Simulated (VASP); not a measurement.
Set up this calculation in VASP 6.6.1, as the native input.

```yaml
Task: single point
Functional: PBE
Potentials_or_basis: VASP PAW PBE potentials, release 64 (Na_pv)
Cutoff: 520 eV
k_mesh: 8 × 8 × 5
Occupations: fermi-dirac, width 0.05 eV
Spin: no spin polarisation
Dipole_correction: no
Further_INCAR_settings: ALGO = Fast; EDIFF = 1e-06; NBANDS = 14
```

The structure of Na lies in POSCAR:

```
Na
1.0
    3.7670000000      0.0000000000      0.0000000000
   -1.8835000000      3.2623176961      0.0000000000
    0.0000000000      0.0000000000      6.1540000000
Na
2
Direct
    0.6666666667      0.3333333333      0.7500000000
    0.3333333333      0.6666666667      0.2500000000
```

These files were run (other wordings do the same):

INCAR

```
SYSTEM = Na
ALGO = Fast
EDIFF = 1E-6
ENCUT = 520
GGA = PE
ISIF = 2
ISMEAR = -1
LASPH = .True.
LCHARG = .False.
LREAL = .False.
LWAVE = .False.
NBANDS = 14
NELM = 80
PREC = Accurate
SIGMA = 0.05
```

KPOINTS

```
k-points
0
Gamma
  8 8 5
  0 0 0
```

Potentials or basis: VASP PAW PBE potentials, release 64 (Na_pv).

Launch:

```console
$ cat potpaw_PBE.64/Na_pv/POTCAR > POTCAR
$ mpirun -np 1 vasp_std > vasp.out
```

Results of the run:

| Item | Value |
| --- | --- |
| Pressure | -0.1 GPa |
| Band gap on the k mesh | zero (band 7 reaches 1.71 eV, above the bottom of band 8 at -1.51 eV) |

It took 14 s on 1 thread of Intel(R) Xeon(R) Platinum 8375C CPU @ 2.90GHz (Ice Lake), on a shared host, peak memory 0.17 GiB.
